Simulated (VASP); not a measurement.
# Li (Fm-3m) in VASP: settings compared, part 2 of 2

VASP 6.6.1. The steps go on from the part before.

### 3 Single point, BLYP

This run uses another cell than the first one, of 21.35 Å³/atom.

INCAR reads:

```
SYSTEM = Li
AGGAC = 1.0 ; AGGAX = 1.0
ALDAC = 0.0 ; ALDAX = 1.0
ALGO = Normal ; EDIFF = 1E-6
ENCUT = 750 ; GGA = B5
GGA_COMPAT = .FALSE. ; ISIF = 2
ISMEAR = 1 ; LASPH = .TRUE.
LCHARG = .FALSE. ; LREAL = .FALSE.
LWAVE = .FALSE. ; NBANDS = 8
NELM = 120 ; PREC = Accurate
SIGMA = 0.1
```

KPOINTS reads:

```
k-points
0
G
  10 10 10
  0 0 0
```

POSCAR reads:

```
Li
1.0
    0.0000000000      2.2020000000      2.2020000000
    2.2020000000      0.0000000000      2.2020000000
    2.2020000000      2.2020000000      0.0000000000
Li
1
Direct
    0.0000000000      0.0000000000      0.0000000000
```

Potentials or basis: VASP PAW PBE potentials, release 64 (Li_sv).

Command:

```bash
> cat potpaw_PBE.64/Li_sv/POTCAR > POTCAR
> mpirun -np 1 vasp_std > vasp.out
```

OUTCAR:

```text
SYSTEM = Li
   EDIFF = 1E-6
   ENCUT = 750
   GGA = B5
   ISIF = 2
   ISMEAR = 1
   LASPH = .TRUE.
   LREAL = .FALSE.
   NELM = 120
   PREC = Accurate

 ion  position               nearest neighbor table
   1  0.000  0.000  0.000-

  LATTYP: Found a face centered cubic cell.
 ALAT       =     4.4040000000

  Lattice vectors:

 A1 = (   0.0000000000,   2.2020000000,   2.2020000000)
 A2 = (   2.2020000000,   0.0000000000,   2.2020000000)
 A3 = (   2.2020000000,   2.2020000000,   0.0000000000)

Analysis of symmetry for initial positions (statically):
=====================================================================
 Subroutine PRICEL returns:
 Original cell was already a primitive cell.

 Routine SETGRP: Setting up the symmetry group for a
 face centered cubic supercell.

 Subroutine GETGRP returns: Found 48 space group operations
 (whereof 48 operations were pure point group operations)
 out of a pool of 48 trial point group operations.

The static configuration has the point symmetry O_h .

Analysis of symmetry for dynamics (positions and initial velocities):
[... 158 lines left out ...]

 val. band max:        0.6696116655   @ k =  -0.4000   0.1000   0.0000
 cond. band min:       0.8735277946   @ k =   0.5000   0.3000   0.1000
 fundamental gap:      0.2039161291
 Fermi energy:         0.8554512898

 k-point     1 :       0.0000    0.0000    0.0000
  band No.  band energies     occupation
      1     -46.4100      2.00000
      2      -2.5722      2.00000
      3      14.4415      0.00000
      4      14.4415      0.00000
      5      14.4415      0.00000
      6      18.5954      0.00000
      7      18.5954      0.00000
      8      18.5954      0.00000
[... 243 lines left out ...]
 k-point    24 :       0.4000    0.3000    0.0000
  band No.  band energies     occupation
      1     -46.3952      2.00000
      2       0.4155      2.00000
      3       8.0068      0.00000
      4       9.1893      0.00000
      5       9.7206      0.00000
      6      13.1751      0.00000
      7      15.6048      0.00000
      8      25.1609      0.00000

 [... further k-points ...]

------------------------ aborting loop because EDIFF is reached ----------------------------------------

  FORCE on cell =-STRESS in cart. coord.  units (eV):
  Direction    XX          YY          ZZ          XY          YZ          ZX
  --------------------------------------------------------------------------------------
  -------------------------------------------------------------------------------------
  Total       -0.1158448     -0.1158448     -0.1158448      0.0000000     -0.0000000      0.0000000
  in kB       -8.6917060     -8.6917060     -8.6917060      0.0000000     -0.0000000      0.0000000
  external PRESSURE =      -8.6917060 kB  Pullay stress =       0.0000000 kB

 VOLUME and BASIS-vectors are now :
 -----------------------------------------------------------------------------
  energy-cutoff  :      750.00
  volume of cell :       21.35
      direct lattice vectors                 reciprocal lattice vectors
     0.000000000  2.202000000  2.202000000    -0.227066303  0.227066303  0.227066303
     2.202000000  0.000000000  2.202000000     0.227066303 -0.227066303  0.227066303
     2.202000000  2.202000000  0.000000000     0.227066303  0.227066303 -0.227066303

 POSITION                                       TOTAL-FORCE (eV/Angst)
 -----------------------------------------------------------------------------------
      0.00000      0.00000      0.00000         0.000000      0.000000     -0.000000
 -----------------------------------------------------------------------------------
    total drift:                               -0.000000     -0.000000     -0.000000

  FREE ENERGIE OF THE ION-ELECTRON SYSTEM (eV)
  ---------------------------------------------------
  free  energy   TOTEN  =        -1.5622268860 eV

  energy  without entropy=       -1.5614656595  energy(sigma->0) =       -1.56197314
```

stdout:

```text
POSCAR found type information on POSCAR Li
 POSCAR found :  1 types and       1 ions
 scaLAPACK will be used
 -----------------------------------------------------------------------------
|                                                                             |
|                                                                             |
|     You enforced a specific xc type in the INCAR file but a different       |
|     I HOPE YOU KNOW WHAT YOU ARE DOING!                                     |
|                                                                             |
 -----------------------------------------------------------------------------

 LDA part: xc-table for (Slater(with rela. corr.)+VWN5), standard interpolation
 POSCAR, INCAR and KPOINTS ok, starting setup
 FFT: planning ... GRIDC
 FFT: planning ... GRID_SOFT
 FFT: planning ... GRID
 WAVECAR not read
 entering main loop
```

It took 12 s on 1 thread of Intel Xeon Platinum 8259CL at 2.50GHz (Skylake/Cascade Lake), shared host; peak memory 0.14 GiB.

Results:

| Item | Value |
| --- | --- |
| Free energy | -1.5622 eV |
| Pressure | -0.9 GPa |
| Band gap on the k mesh | zero (an odd number of electrons rules out a gap without spin polarisation) |

Caveat: the PAW data sets were made with another functional, which shifts forces and pressure a little.

### 4 Single point, PBE-based screened hybrid with 25 % exact exchange (17.08 Å³/atom)

This run uses another cell than the first one, of 17.08 Å³/atom.

POSCAR reads:

```
Li
1.0
    0.0000000000      2.0441557200      2.0441557200
    2.0441557200      0.0000000000      2.0441557200
    2.0441557200      2.0441557200      0.0000000000
Li
1
Direct
    0.0000000000      0.0000000000      0.0000000000
```

INCAR.step1 reads:

```
  ALGO = Normal
  EDIFF = 1E-5
  ENCUT = 650
  GGA = PE
  GGA_COMPAT = F
  ISIF = 2
  ISMEAR = -1
  LASPH = T
  LREAL = F
  LWAVE = T
  NBANDS = 8
  NELM = 120
  PREC = Accurate
  SIGMA = 0.1
```

INCAR.step2 reads:

```
  AEXX = 0.25
  ALGO = Normal
  EDIFF = 1E-6
  ENCUT = 650
  GGA = PE
  GGA_COMPAT = F
  HFSCREEN = 0.3
  ISIF = 2
  ISMEAR = -1
  ISTART = 1
  LASPH = T
  LCHARG = T
  LELF = T
  LHFCALC = T
  LREAL = F
  LVHAR = T
  LWAVE = F
  NBANDS = 8
  NELM = 120
  PREC = Accurate
  PRECFOCK = Normal
  SIGMA = 0.1
```

KPOINTS reads:

```
k-points
0
Gamma
  7 7 7
```

Command:

```bash
> cat potpaw_PBE.64/Li_sv/POTCAR > POTCAR
> cp INCAR.step1 INCAR
> mpirun -np 1 vasp_std > vasp.out
> cp INCAR.step2 INCAR
> mpirun -np 1 vasp_std > vasp.out
```

It took 3.3 min on 1 thread of Intel Xeon Platinum 8259CL at 2.50GHz (Skylake/Cascade Lake), shared host; peak memory 0.23 GiB.

It converged, with:

| Quantity | Value |
| --- | --- |
| Free energy | -1.9308 eV |
| Pressure | 3.1 GPa |
| Band gap on the k mesh | zero (an odd number of electrons rules out a gap without spin polarisation) |

Levels at points of the mesh, in eV from the Fermi level:
```
           k point  band 1  band 2  band 3  band 4  band 5  band 6
(0.00, 0.00, 0.00)  -49.91   -4.61   16.75   16.75   16.75   20.84
```

Caveat: the k points lie up to 0.38 Å⁻¹ apart, too coarse for converged energies and pressures of a metal; the PAW data sets were made with another functional, which shifts forces and pressure a little.

### 5 The runs side by side

```tsv
level	cell	k mesh	cutoff (eV)	smearing	grid for exact exchange (PRECFOCK)	share of exact exchange	screening parameter	gap on the mesh (eV)	pressure (GPa)
pbe exchange, lda correlation	a = 2.984 Å, angles 60.0°, 1 atom	10 × 10 × 10	750	fermi-dirac 0.025 eV	-	-	-	none	1.0
BLYP	a = 3.114 Å, angles 60.0°, 1 atom	10 × 10 × 10	750	methfessel-paxton 0.1 eV	-	-	-	none	-0.9
PBE-based screened hybrid with 25 % exact exchange	a = 2.891 Å, angles 60.0°, 1 atom	7 × 7 × 7	650	fermi-dirac 0.1 eV	Normal	0.25	0.3 1/Å	none	3.1
```

Alike in all rows: task single point; potentials or basis VASP PAW PBE potentials, release 64 (Li_sv); no spin polarisation.

Caveats: some runs use coarse meshes; the PAW data sets were made with another functional, which shifts forces and pressure a little.

Absolute energies hang on the potentials; compare differences alone.
